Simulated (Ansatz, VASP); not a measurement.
**Two plane-wave programs on AgI**

The input INCAR:

```
PREC = Accurate
ENCUT = 500
EDIFF = 1E-6
ISMEAR = -1
SIGMA = 0.02
LREAL = F
LASPH = T
NELM = 120
ALGO = Normal
ISIF = 2
LWAVE = F
LCHARG = F
GGA = PE
NBANDS = 26
GGA_COMPAT = F
```

File KPOINTS:

```
Automatic mesh
0
Gamma
  6 6 4
```

Contents of POSCAR:

```
AgI
1.0
    4.7206348190      0.0000000000      0.0000000000
   -2.3603174095      4.0881896752      0.0000000000
    0.0000000000      0.0000000000      7.4634068909
Ag I
2 2
Direct
    0.3333333333      0.6666666667     -0.0046908123
    0.6666666667      0.3333333333      0.4953091877
    0.3333333333      0.6666666667      0.3796908123
    0.6666666667      0.3333333333      0.8796908123
```

Input for Ansatz:

```yaml
crystal:
  lattice:
    - [4.720634819, 0.0, 0.0]
    - [-2.3603174095, 4.0881896752, 0.0]
    - [0.0, 0.0, 7.4634068909]
  atoms:
    - { symbol: Ag, position: [0.3333333333, 0.6666666667, -0.0046908123] }
    - { symbol: Ag, position: [0.6666666667, 0.3333333333, 0.4953091877] }
    - { symbol: I, position: [0.3333333333, 0.6666666667, 0.3796908123] }
    - { symbol: I, position: [0.6666666667, 0.3333333333, 0.8796908123] }
kpoints:
  mp_grid: { grid: [6, 6, 4] }
  band_path:
    path:
      - [0.0, 0.0, 0.0]
      - [0.5, 0.0, 0.0]
      - [0.3333333333, 0.3333333333, 0.0]
      - [0.0, 0.0, 0.5]
      - [0.5, 0.0, 0.5]
      - [0.3333333333, 0.3333333333, 0.5]
    npoints: 1
hamiltonian:
  xc: pbe
scf:
  occupations: { method: fermi_dirac, width: 0.02 }
  n_extra_bands: 5
output:
  forces: true
  stress: true
  eigenvalues: true
```

Change from the starting cell: epitaxial_xy strain +1.5%.

Alike in both runs: task single point; functional PBE; k mesh 6 × 6 × 4; occupations fermi-dirac, width 0.02 eV; no spin polarisation.

```csv
,VASP,Ansatz
version,VASP 6.6.1,Ansatz 0.2.0
potentials or method,"VASP PAW PBE potentials, release 64 (Ag, I)","plane waves, PAW"
plane-wave cutoff (eV),500,420
valence electrons in the cell,36,72
```

Ansatz gave:

- gap on the k mesh at the Fermi level (eV): 1.38
- pressure (GPa): 0.3
- traceless stress, the component that is largest in VASP (GPa): 0.37
- rms of the force components (eV/Å): 0.003

Which values does VASP return?

gap on the k mesh at the Fermi level (eV): 1.39; pressure (GPa): 0.2; traceless stress, the component that is largest in VASP (GPa): 0.38; rms of the force components (eV/Å): 0.003.

Atom by atom the forces differ by 0.000 eV/Å (rms over components). The functional is the same, so the differences come from potentials, cutoffs and numerics. VASP's potentials hold 36 valence electrons a cell and Ansatz's 72, so a difference there can come from the potentials and not from the codes.

Spin-orbit coupling is off throughout.
